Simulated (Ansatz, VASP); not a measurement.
**CdTe in VASP and in Ansatz**

INCAR

```
ALGO = Normal ; EDIFF = 1E-7
EDIFFG = -0.02 ; ENCUT = 600
GGA = RP ; IBRION = 2
ISIF = 3 ; ISMEAR = -1
IVDW = 13 ; LASPH = T
LCHARG = F ; LREAL = F
LWAVE = F ; NELM = 100
NSW = 80 ; PREC = Accurate
SIGMA = 0.05
```

Contents of KPOINTS:

```
k-points
0
Gamma
  7 7 7
```

The input POSCAR:

```
CdTe
1.0
    0.0000000000      3.2050000000      3.2050000000
    3.2050000000      0.0000000000      3.2050000000
    3.2050000000      3.2050000000      0.0000000000
Te Cd
1 1
Direct
    0.7500000000      0.7500000000      0.7500000000
    0.0000000000      0.0000000000      0.0000000000
```

File input.yaml:

```yaml
crystal:
  lattice:
    - [0.0, 3.205, 3.205]
    - [3.205, 0.0, 3.205]
    - [3.205, 3.205, 0.0]
  atoms:
    - { symbol: Te, position: [0.75, 0.75, 0.75] }
    - { symbol: Cd, position: [0.0, 0.0, 0.0] }
kpoints:
  mp_grid: { grid: [7, 7, 7] }
scf:
  occupations: { method: fermi_dirac, width: 0.05 }
hamiltonian:
  xc: rpbe
  dispersion: d4
  pseudopotentials: { kind: all_electron, lapw: { basis_error: 0.001 } }
output:
  forces: true
  stress: true
relax:
  f_tol: 0.02
  max_steps: 60
  cell: {}
```

Alike in both runs: task relaxation of cell and atoms; functional RPBE; dispersion D4; k mesh 7 × 7 × 7; occupations fermi-dirac, width 0.05 eV; no spin polarisation.

|  | VASP | Ansatz |
| --- | --- | --- |
| version | VASP 6.6.1 | Ansatz 0.2.0 |
| potentials or method | VASP PAW PBE potentials, release 64 (Te, Cd), cutoff 600 eV | all-electron LAPW, scalar-relativistic |

```csv
,VASP,Ansatz,Ansatz less VASP
relaxed volume (Å³/atom),34.67,34.61,-0.062
relaxed cell length with the largest relative difference (Å),4.611,4.609,-0.0028
```

VASP's potentials were made for PBE, not for RPBE. Ansatz ran all-electron here, and VASP with PAW potentials.

Spin-orbit coupling is off throughout.
